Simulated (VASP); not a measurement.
# In (P-1) in VASP: single point with r2SCAN

Aim: the single point of In with r2SCAN.

All numbers are computed with VASP 6.6.1; they aren't measurements. Logs are shortened: lines on timing, memory, paths and dates and some standing lists are left out, and cuts for length are marked.

## Step 1: The cell of the first run

The typed cell holds 2 atoms: a = 5.754 Å, b = 3.325 Å, c = 3.298 Å, α = 59.99°, β = 95.17°, γ = 107.43°.

## Step 2: Single point, r2SCAN

POSCAR reads:

```
In
1.0
   -1.6934810000      4.8507300000      2.5907930000
    3.3249890000     -0.0188710000     -0.0035230000
    1.6557390000      1.5157620000     -2.4161680000
In
2
Direct
    0.0269080000      0.1066500000      0.8752910000
    0.4763730000      0.0079800000      0.4830620000
```

INCAR.step1 reads:

```
ALGO     = Normal         # electronic algorithm
EDIFF    = 1E-4           # SCF threshold, eV
ENCUT    = 520            # plane-wave cutoff, eV
GGA      = PE             # functional
ISMEAR   = -1             # smearing method
LASPH    = True           # aspherical terms in the spheres
LCHARG   = False          # write CHGCAR
LREAL    = False          # projectors in reciprocal space
LWAVE    = True           # write WAVECAR
NBANDS   = 20             # bands
NELM     = 60             # most SCF steps
PREC     = Accurate       # precision mode
SIGMA    = 0.1            # smearing width, eV
```

INCAR.step2 reads:

```
ALGO     = Normal         # electronic algorithm
EDIFF    = 1E-7           # SCF threshold, eV
ENCUT    = 520            # plane-wave cutoff, eV
ISIF     = 2              # what is computed and relaxed
ISMEAR   = -1             # smearing method
ISTART   = 1            
LASPH    = True           # aspherical terms in the spheres
LCHARG   = False          # write CHGCAR
LMIXTAU  = True         
LREAL    = False          # projectors in reciprocal space
LWAVE    = False          # write WAVECAR
METAGGA  = R2SCAN         # meta-GGA
NBANDS   = 20             # bands
NELM     = 60             # most SCF steps
PREC     = Accurate       # precision mode
SIGMA    = 0.1            # smearing width, eV
```

KPOINTS reads:

```
Automatic mesh
0
Gamma
  4 6 6
  0.5 0.5 0.5
```

Potentials or basis: VASP PAW PBE potentials, release 64 (In_d).

Launch:

```bash
> cat potpaw_PBE.64/In_d/POTCAR > POTCAR
> cp INCAR.step1 INCAR
> mpirun -np 1 vasp_std > vasp.out
> cp INCAR.step2 INCAR
> mpirun -np 1 vasp_std > vasp.out
```

OUTCAR:

```text
EDIFF = 1E-7
   ENCUT = 520
   ISIF = 2
   ISMEAR = -1
   ISTART = 1
   LASPH = True
   LREAL = False
   METAGGA = R2SCAN
   NELM = 60
   PREC = Accurate

 ion  position               nearest neighbor table
   1  0.027  0.107  0.875-   2 3.07   2 3.12   2 3.16   2 3.30   2 3.75   2 3.78
   2  0.476  0.008  0.483-   1 3.07   1 3.12   1 3.16   1 3.30   1 3.75   1 3.78

  LATTYP: Found a triclinic cell.
 ALAT       =     3.2980105944
 B/A-ratio  =     2.9823573958
 C/A-ratio  =     1.0081970091
 COS(alpha) =     0.0023023338
 COS(beta)  =     0.5002011958
 COS(gamma) =     0.7204777183

  Lattice vectors:

 A1 = (  -1.6557390000,  -1.5157620000,   2.4161680000)
 A2 = (  -0.0107200000,   0.2657020000,   9.8322510000)
 A3 = (  -3.3249890000,   0.0188710000,   0.0035230000)

Analysis of symmetry for initial positions (statically):
=====================================================================
 Subroutine PRICEL returns:
 Original cell was already a primitive cell.

 Routine SETGRP: Setting up the symmetry group for a
 triclinic supercell.

 Subroutine GETGRP returns: Found  2 space group operations
 (whereof  1 operations were pure point group operations)
 out of a pool of  2 trial point group operations.

The static configuration has the point symmetry C_1 .
 The point group associated with its full space group is S_2 .

Analysis of symmetry for dynamics (positions and initial velocities):
=====================================================================
 Subroutine PRICEL returns:
 Original cell was already a primitive cell.

 Routine SETGRP: Setting up the symmetry group for a
 triclinic supercell.

 Subroutine GETGRP returns: Found  2 space group operations
 (whereof  1 operations were pure point group operations)
 out of a pool of  2 trial point group operations.

The dynamic configuration has the point symmetry C_1 .
 The point group associated with its full space group is S_2 .

 Subroutine INISYM returns: Found  2 space group operations
 (whereof  1 operations are pure point group operations),
 and found     1 'primitive' translations

----------------------------------------------------------------------------------------

                                     Primitive cell

  volume of cell :      51.9932

  direct lattice vectors                    reciprocal lattice vectors
    -1.693481000  4.850730000  2.590793000     0.000979658  0.154402924  0.097534668
     3.324989000 -0.018871000 -0.003523000     0.300947250 -0.003807084  0.203843220
     1.655739000  1.515762000 -2.416168000     0.000611652  0.165567720 -0.309591885

  length of vectors
     5.754100086  3.325044417  3.298010594     0.182631416  0.363504883  0.351084291

  position of ions in fractional coordinates (direct lattice)
     0.026908000  0.106650000  0.875291000
     0.476373000  0.007980000  0.483062000

  ion indices of the primitive-cell ions
   primitive index   ion index
                 1           1
                 2           2

----------------------------------------------------------------------------------------

 KPOINTS: Automatic mesh

Automatic generation of k-mesh.
 Grid dimensions read from file:
 generate k-points for:    4    6    6

 Generating k-lattice:

  Cartesian coordinates                     Fractional coordinates (reciprocal lattice)
     0.000244915  0.038600731  0.024383667     0.250000000  0.000000000  0.000000000
     0.050157875 -0.000634514  0.033973870    -0.000000000  0.166666667  0.000000000
     0.000101942  0.027594620 -0.051598647     0.000000000  0.000000000  0.166666667

  Length of vectors
     0.045657854  0.060584147  0.058514048

  Shift w.r.t. Gamma in fractional coordinates (k-lattice)
     0.500000000  0.500000000  0.500000000

 Subroutine IBZKPT returns following result:
 ===========================================

 Found     72 irreducible k-points:

 Following reciprocal coordinates:
            Coordinates               Weight
  0.125000  0.083333  0.083333      2.000000
  0.375000  0.083333  0.083333      2.000000
 -0.375000  0.083333  0.083333      2.000000
 -0.125000  0.083333  0.083333      2.000000
  0.125000  0.250000  0.083333      2.000000
  0.375000  0.250000  0.083333      2.000000
[... 16 lines left out ...]
 -0.375000 -0.083333  0.083333      2.000000
 -0.125000 -0.083333  0.083333      2.000000
 [... further k-points ...]
   k-points           NKPTS =     72   k-points in BZ     NKDIM =     72   number of bands    NBANDS=     20
   number of dos      NEDOS =    301   number of ions     NIONS =      2
   total plane-waves  NPLWV =  37632
   dimension x,y,z NGX =    48 NGY =   28 NGZ =   28
   dimension x,y,z NGXF=    96 NGYF=   56 NGZF=   56
   ions per type =               2
   NGX,Y,Z   is equivalent  to a cutoff of  13.87, 14.00, 14.11 a.u.
   NGXF,Y,Z  is equivalent  to a cutoff of  27.74, 28.00, 28.23 a.u.
 SYSTEM =  unknown system
   PREC   = accura    normal or accurate (medium, high low for compatibility)
   ISTART =      1    job   : 0-new  1-cont  2-samecut
   ICHARG =      0    charge: 1-file 2-atom 10-const
   ISPIN  =      1    spin polarized calculation?
   LNONCOLLINEAR =      F non collinear calculations
   LSORBIT =      F    spin-orbit coupling
   LASPH  =      T    aspherical Exc in radial PAW
   ENCUT  =  520.0 eV  38.22 Ry    6.18 a.u.  10.70  6.18  6.13*2*pi/ulx,y,z
   NELM   =     60;   NELMIN=  2; NELMDL=  0     # of ELM steps
   EDIFF  = 0.1E-06   stopping-criterion for ELM
   LREAL  =      F    real-space projection
   EDIFFG = 0.1E-05   stopping-criterion for IOM
   NSW    =      0    number of steps for IOM
   IBRION =     -1    ionic relax: 0-MD 1-quasi-New 2-CG
   NFREE  =      0    steps in history (QN), initial steepest desc. (CG)
   ISIF   =      2    stress and relaxation
   ISYM   =      2    0-nonsym 1-usesym 2-fastsym
   POTIM  = 0.5000    time-step for ionic-motion
   TEBEG  =    0.0;   TEEND  =   0.0 temperature during run
   PSTRESS=    0.0 pullay stress
   NELECT =      26.0000    total number of electrons
   NUPDOWN=      -1.0000    fix difference up-down
   EMIN   =  10.00;   EMAX   =-10.00  energy-range for DOS
   EFERMI =   0.00;   METHOD = LEGACY
   ISMEAR =    -1;   SIGMA  =   0.10  broadening in eV -4-tet -1-fermi 0-gaus
   EFERMI_NEDOS =   21; number of points for ismear=-14 and -15
   IALGO  =     38    algorithm
   IMIX   =      4    mixing-type and parameters
     AMIX     =   0.40;   BMIX     =  1.00
     AMIX_MAG =   1.60;   BMIX_MAG =  1.00
  volume/ion in A,a.u.               =      26.00       175.43
  Fermi-wavevector in a.u.,A,eV,Ry     =   1.299423  2.455553 22.973433  1.688500
  Thomas-Fermi vector in A             =   2.430688
   LORBIT       =      0    0 simple, 1 ext, 2 COOP (PROOUT), +10 PAW based schemes
   METAGGA = R2SCAN    functional components
   LHFCALC =     F    Hartree Fock is set to
   AEXX    =    0.0000 exact exchange contribution
   IVDW    =     0    specifies the selected vdW correction
   LEPSILON=     F    determine dielectric tensor
   LRPA    =     F    only Hartree local field effects (RPA)
 non-spin polarized calculation
  energy-cutoff  :      520.00
  volume of cell :       51.99
 maximum number of plane-waves:      1416
 NGX is ok and might be reduce to    48
   NGX = 21   NGY = 13   NGZ = 13

 number of electron      26.0000004 magnetization

 Free energy of the ion-electron system (eV)
  ---------------------------------------------------
  ext. energy  EPLUGINS =         0.00000000
  ---------------------------------------------------
  free energy    TOTEN  =       -45.03254144 eV

  energy without entropy =      -45.00066734  energy(sigma->0) =      -45.01660439

 E-fermi :   7.6333     XC(G=0): -11.0723

 val. band max:        7.5729081077   @ k =  -0.3750  -0.4167   0.4167
 cond. band min:       7.6398850032   @ k =  -0.3750   0.2500   0.0833
 fundamental gap:      0.0669768955
 Fermi energy:         7.6333458158

 k-point     1 :       0.1250    0.0833    0.0833
  band No.  band energies     occupation
      1      -7.8283      2.00000
      2      -7.7435      2.00000
      3      -7.7173      2.00000
      4      -7.7038      2.00000
      5      -7.6924      2.00000
      6      -7.6882      2.00000
[... 12 lines left out ...]
     19      18.4413      0.00000
     20      19.3823      0.00000

 k-point     2 :       0.3750    0.0833    0.0833
  band No.  band energies     occupation
      1      -7.8445      2.00000
      2      -7.7287      2.00000
      3      -7.7115      2.00000
      4      -7.7014      2.00000
      5      -7.6823      2.00000
      6      -7.6349      2.00000
[... 12 lines left out ...]
     19      19.4164      0.00000
     20      19.6943      0.00000

 k-point     3 :      -0.3750    0.0833    0.0833
  band No.  band energies     occupation
      1      -7.8494      2.00000
      2      -7.7423      2.00000
      3      -7.7025      2.00000
      4      -7.6956      2.00000
      5      -7.6785      2.00000
      6      -7.6634      2.00000
[... 12 lines left out ...]
     19      19.0896      0.00000
     20      20.1891      0.00000

 k-point     4 :      -0.1250    0.0833    0.0833
  band No.  band energies     occupation
      1      -7.8236      2.00000
      2      -7.7594      2.00000
      3      -7.7335      2.00000
      4      -7.7117      2.00000
      5      -7.6936      2.00000
      6      -7.6761      2.00000
[... 12 lines left out ...]
     19      18.7449      0.00000
     20      20.2044      0.00000

 k-point     5 :       0.1250    0.2500    0.0833
  band No.  band energies     occupation
      1      -7.8585      2.00000
      2      -7.7726      2.00000
      3      -7.7132      2.00000
      4      -7.6991      2.00000
      5      -7.6191      2.00000
      6      -7.5969      2.00000
[... 12 lines left out ...]
     19      18.2560      0.00000
     20      20.2983      0.00000

 k-point     6 :       0.3750    0.2500    0.0833
  band No.  band energies     occupation
      1      -7.8695      2.00000
      2      -7.7563      2.00000
      3      -7.7156      2.00000
      4      -7.6674      2.00000
      5      -7.6365      2.00000
      6      -7.5614      2.00000
[... 12 lines left out ...]
     19      17.9430      0.00000
     20      18.7639      0.00000

 k-point     7 :      -0.3750    0.2500    0.0833
  band No.  band energies     occupation
      1      -7.8532      2.00000
      2      -7.7473      2.00000
      3      -7.7187      2.00000
      4      -7.6530      2.00000
      5      -7.6401      2.00000
      6      -7.6010      2.00000
[... 12 lines left out ...]
     19      18.5466      0.00000
     20      18.8505      0.00000
[... 277 lines left out ...]
 k-point    20 :      -0.1250   -0.2500    0.0833
  band No.  band energies     occupation
      1      -7.9026      2.00000
      2      -7.8079      2.00000
      3      -7.7883      2.00000
      4      -7.6870      2.00000
      5      -7.6238      2.00000
      6      -7.5467      2.00000
[... 12 lines left out ...]
     19      17.6904      0.00000
     20      18.3371      0.00000

 k-point    21 :       0.1250   -0.0833    0.0833
  band No.  band energies     occupation
      1      -7.8052      2.00000
      2      -7.7440      2.00000
      3      -7.7262      2.00000
      4      -7.7181      2.00000
      5      -7.6590      2.00000
      6      -7.6417      2.00000
[... 12 lines left out ...]
     19      18.8612      0.00000
     20      19.2939      0.00000

 k-point    22 :       0.3750   -0.0833    0.0833
  band No.  band energies     occupation
      1      -7.8360      2.00000
      2      -7.7437      2.00000
      3      -7.7210      2.00000
      4      -7.6792      2.00000
      5      -7.6431      2.00000
      6      -7.6285      2.00000
[... 12 lines left out ...]
     19      18.7317      0.00000
     20      19.0112      0.00000

 k-point    23 :      -0.3750   -0.0833    0.0833
  band No.  band energies     occupation
      1      -7.8640      2.00000
      2      -7.7466      2.00000
      3      -7.7177      2.00000
      4      -7.6578      2.00000
      5      -7.6497      2.00000
      6      -7.6252      2.00000
[... 12 lines left out ...]
     19      18.7889      0.00000
     20      19.2598      0.00000

 k-point    24 :      -0.1250   -0.0833    0.0833
  band No.  band energies     occupation
      1      -7.8400      2.00000
      2      -7.7601      2.00000
      3      -7.7306      2.00000
      4      -7.6855      2.00000
      5      -7.6472      2.00000
      6      -7.6353      2.00000
[... 12 lines left out ...]
     19      18.9351      0.00000
     20      19.4409      0.00000

 [... further k-points ...]
[... 5 lines left out ...]
  --------------------------------------------------------------------------------------
  -------------------------------------------------------------------------------------
  Total        1.4375592     -0.1545862      0.5237821      0.3267489     -0.0881520     -0.1573216
  in kB       44.2985963     -4.7635946     16.1404212     10.0688157     -2.7164156     -4.8478867
  external PRESSURE =      18.5584743 kB  Pullay stress =       0.0000000 kB

 VOLUME and BASIS-vectors are now :
 -----------------------------------------------------------------------------
  energy-cutoff  :      520.00
  volume of cell :       51.99
      direct lattice vectors                 reciprocal lattice vectors
    -1.693481000  4.850730000  2.590793000     0.000979658  0.154402924  0.097534668
     3.324989000 -0.018871000 -0.003523000     0.300947250 -0.003807084  0.203843220
     1.655739000  1.515762000 -2.416168000     0.000611652  0.165567720 -0.309591885

 POSITION                                       TOTAL-FORCE (eV/Angst)
 -----------------------------------------------------------------------------------
      1.75830      1.45524     -2.04551        -0.027379     -0.622748     -0.361702
      0.01963      3.04281      0.06700         0.027379      0.622748      0.361702
 -----------------------------------------------------------------------------------
    total drift:                                0.000003     -0.000008     -0.000011

  FREE ENERGIE OF THE ION-ELECTRON SYSTEM (eV)
  ---------------------------------------------------
  free  energy   TOTEN  =       -45.0325414426 eV

  energy  without entropy=      -45.0006673384  energy(sigma->0) =      -45.01660439
```

Wall time 5.8 min (1 thread of Intel Xeon 6975P-C, shared host); peak memory 0.23 GiB.

Results:

- Free energy: -45.0325 eV
- Pressure: 1.9 GPa
- Largest force: 0.721 eV/Å
- Band gap on the k mesh: zero (band 13 reaches 10.71 eV, above the bottom of band 14 at 6.34 eV)

Forces on the atoms (eV/Å):
```
In  -0.027 -0.623 -0.362
In   0.027  0.623  0.362
```

Levels at points of the mesh, in eV from the Fermi level:
```tsv
k point	band 9	band 10	band 11	band 12	band 13	band 14	band 15	band 16	band 17	band 18
(0.12, 0.08, 0.08)	-15.03	-14.98	-10.03	-5.82	-1.88	7.43	8.49	9.16	9.92	10.37
```

Caveat: the k points lie up to 0.38 Å⁻¹ apart; the PAW data sets were made with another functional, which shifts forces and pressure a little; spin-orbit coupling is left out, which moves the levels of the heavy elements.
